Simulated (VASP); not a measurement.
A run of VASP 6.6.1 is set up as follows.

Contents of POSCAR:

```
SrO
1.0
    0.0000000000      2.5698000000      2.5698000000
    2.5698000000      0.0000000000      2.5698000000
    2.5698000000      2.5698000000      0.0000000000
Sr O
1 1
Direct
   -0.0145925753     -0.0145925753      0.0145925753
    0.5000000000      0.5000000000      0.5000000000
```

File INCAR.step1:

```
SYSTEM = SrO
PREC = Accurate
ENCUT = 520
ISMEAR = 0
SIGMA = 0.05
LREAL = .FALSE.
LASPH = .TRUE.
NELM = 100
NBANDS = 15
GGA = PE
ALGO = Normal
EDIFF = 1E-4
LWAVE = .TRUE.
LCHARG = .FALSE.
```

File INCAR.step2:

```
SYSTEM = SrO
PREC = Accurate
ENCUT = 520
EDIFF = 1E-6
ISMEAR = 0
SIGMA = 0.05
LREAL = .FALSE.
LASPH = .TRUE.
NELM = 100
ALGO = Normal
ISIF = 2
LWAVE = .FALSE.
LCHARG = .TRUE.
METAGGA = R2SCAN
LMIXTAU = .TRUE.
LELF = .TRUE.
LVHAR = .TRUE.
NBANDS = 15
ISTART = 1
```

The input KPOINTS:

```
Automatic mesh
0
G
  8 8 8
  0 0 0
```

Potentials or basis: VASP PAW PBE potentials, release 64 (Sr_sv, O).

Command:

```console
$ cat potpaw_PBE.64/Sr_sv/POTCAR potpaw_PBE.64/O/POTCAR > POTCAR
$ cp INCAR.step1 INCAR
$ mpirun -np 1 vasp_std > vasp.out
$ cp INCAR.step2 INCAR
$ mpirun -np 1 vasp_std > vasp.out
```

Task: Predict the band gap on the k mesh.

Result: 3.76 eV, indirect (least direct gap 3.83 eV).

Task: Predict the pressure.

Result: 1.8 GPa.

Stress tensor (GPa, compression positive):
```
1.62 0.00 0.00
0.00 1.62 0.00
0.00 0.00 2.31
```

Caveat: the cell differs from its parent crystal (all Sr atoms moved +0.075 Å, as atom 1 towards its neighbour atom 2 (O) at 2.570 Å); the PAW data sets were made with another functional, which shifts forces and pressure a little. A k mesh can miss the band edges.
